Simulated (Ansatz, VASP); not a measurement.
# Two plane-wave programs on NiO

```
Ni O
1.0
     0.00000    2.08590    2.10676
     2.08590    0.00000    2.10676
     2.08590    2.08590    0.00000
Ni O
1 1
Direct
  0.00000 0.00000 0.00000
  0.50000 0.50000 0.50000
```

Alike in both runs: functional PBE; k mesh 9 × 9 × 9; occupations fermi-dirac, width 0.05 eV; collinear spin.

|  | VASP | Ansatz |
| --- | --- | --- |
| version | VASP 6.6.1 | Ansatz 0.2.0 |
| potentials or method | VASP PAW PBE potentials, release 64 (Ni, O) | Ansatz PAW |
| plane-wave cutoff (eV) | 520 | 420 |
| valence electrons in the cell | 16 | 24 |
| task | single point | band structure |

Ansatz gave:

- gap on the k mesh at the Fermi level (eV): none
- pressure (GPa): 4.1
- traceless stress, the component that is largest in VASP (GPa): -0.80
- net moment per atom (μB): 0.88
- size of the moment on the site where the two differ most (μB): 0.28

**Question.** Estimate VASP's values.

**Answer.** gap on the k mesh at the Fermi level (eV): none; pressure (GPa): 3.8; traceless stress, the component that is largest in VASP (GPa): -0.86; net moment per atom (μB): 0.87; size of the moment on the site where the two differ most (μB): 0.27.

Site moments also hang on the region over which each program counts them. A gap of «none» marks a metal or a gap that the smearing closes. VASP's potentials hold 16 valence electrons a cell and Ansatz's 24, so a difference there can come from the potentials and not from the codes.
